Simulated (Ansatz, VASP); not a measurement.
One calculation of AlRu, two programs

```
Ru Al
1.0
     2.97422    0.00000    0.00000
     0.00000    2.97422    0.00000
     0.00000    0.00000    2.98003
Ru Al
1 1
Direct
  0.50000 0.50000 0.50000
  0.00000 0.00000 0.00000
```

Alike in both runs: functional PBEsol; k mesh 16 × 16 × 12; occupations gaussian, width 0.1 eV; no spin polarisation.

Ansatz relaxed the structure, and its values are those at the end. VASP's run is a single point on that final structure, the one shown.

|  | VASP | Ansatz |
| --- | --- | --- |
| version | VASP 6.6.1 | Ansatz 0.2.0 |
| potentials or method | VASP PAW PBE potentials, release 64 (Ru_pv, Al), cutoff 520 eV | scalar-relativistic, plane waves, PAW |
| valence electrons in the cell | 17 | 19 |

```csv
,VASP,Ansatz,Ansatz less VASP
gap on the k mesh at the Fermi level (eV),none,none,-
pressure (GPa),0.0,0.0,-0.03
```

VASP's potentials were made for PBE, not for PBEsol. A gap of «none» marks a metal or a gap that the smearing closes. VASP's potentials hold 17 valence electrons a cell and Ansatz's 19, so a difference there can come from the potentials and not from the codes.
